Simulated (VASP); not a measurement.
Crystal: AlAs.

```
Al As
1.0
     0.00000    2.83040    2.83040
     2.83040    0.00000    2.83040
     2.83040    2.83040    0.00000
Al As
1 1
Direct
  0.00000 0.00000 0.00000
  0.25000 0.25000 0.25000
```

Base run:

| Property | Result |
| --- | --- |
| Program | VASP 6.6.1 |
| Functional | PBE |
| Potentials or basis | VASP PAW PBE potentials, release 64 (Al, As) |
| Cutoff | 500 eV |
| k mesh | 10 × 10 × 10 |
| Occupations | gaussian, width 0.01 eV |
| Spin | no spin polarisation |

Its results: band gap on the k mesh 1.44 eV, indirect (least direct gap 2.06 eV); pressure 2.8 GPa.

**Question.** The run is repeated on the same cell with these changes: k mesh from 10 × 10 × 10 to 2 × 2 × 2. What comes out?

**Answer.** Band gap on the k mesh 1.26 eV, indirect (least direct gap 2.03 eV); pressure 8.0 GPa.

Caveats: some runs use coarse meshes.

A k mesh can miss the band edges.
